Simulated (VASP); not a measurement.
Wanted: the native input for a VASP 6.6.1 run.

- Task: relaxation of cell and atoms
- Functional: RPBE
- Potentials or basis: VASP PAW PBE potentials, release 64 (Hf_pv)
- Cutoff: 600 eV
- k mesh: 10 × 10 × 10
- Occupations: fermi-dirac, width 0.05 eV
- Spin: no spin polarisation
- Dipole correction: no
- Further INCAR settings: ALGO = Normal; EDIFF = 1e-07; IBRION = 2; EDIFFG = -0.01; NSW = 60; ISIF = 3

The structure of Hf lies in POSCAR:

```
Hf
1.0
   -1.8050000000      1.8050000000      1.8050000000
    1.8050000000     -1.8050000000      1.8050000000
    1.8050000000      1.8050000000     -1.8050000000
Hf
1
Direct
    0.0000000000      0.0000000000      0.0000000000
```

One way to write it, as run:

INCAR

```
SYSTEM = Hf
  ALGO = Normal
  EDIFF = 1E-7
  EDIFFG = -0.01
  ENCUT = 600
  GGA = RP
  IBRION = 2
  ISIF = 3
  ISMEAR = -1
  LASPH = .True.
  LCHARG = .False.
  LREAL = .False.
  LWAVE = .False.
  NELM = 60
  NSW = 60
  PREC = Accurate
  SIGMA = 0.05
```

KPOINTS

```
k-points
0
Gamma
  10 10 10
  0 0 0
```

Potentials or basis: VASP PAW PBE potentials, release 64 (Hf_pv).

Launch:

```console
$ cat potpaw_PBE.64/Hf_pv/POTCAR > POTCAR
$ mpirun -np 1 vasp_std > vasp.out
```

Results of the run:

```yaml
Relaxed_volume: 22.88 Å³/atom
Relaxed_cell: a = 3.098 Å, b = 3.098 Å, c = 3.098 Å, α = 109.47°, β = 109.47°, γ = 109.47°
Space_group_after_relaxing_to_0.05_Å: Im-3m (No. 229)
Energy_gained_by_relaxing: 5.3 meV/atom
Ionic_steps: 3
Pressure_after_relaxing: 0.0 GPa
Band_gap_on_the_k_mesh: zero (band 5 reaches 6.07 eV, above the bottom of band 6 at 3.80 eV)
```

Caveat: the PAW data sets were made with another functional, which shifts forces and pressure a little; spin-orbit coupling is left out, which moves the levels of the heavy elements.

It took 31 s on 1 thread of Intel Xeon 6975P-C, with other jobs on the host, peak memory 0.17 GiB.
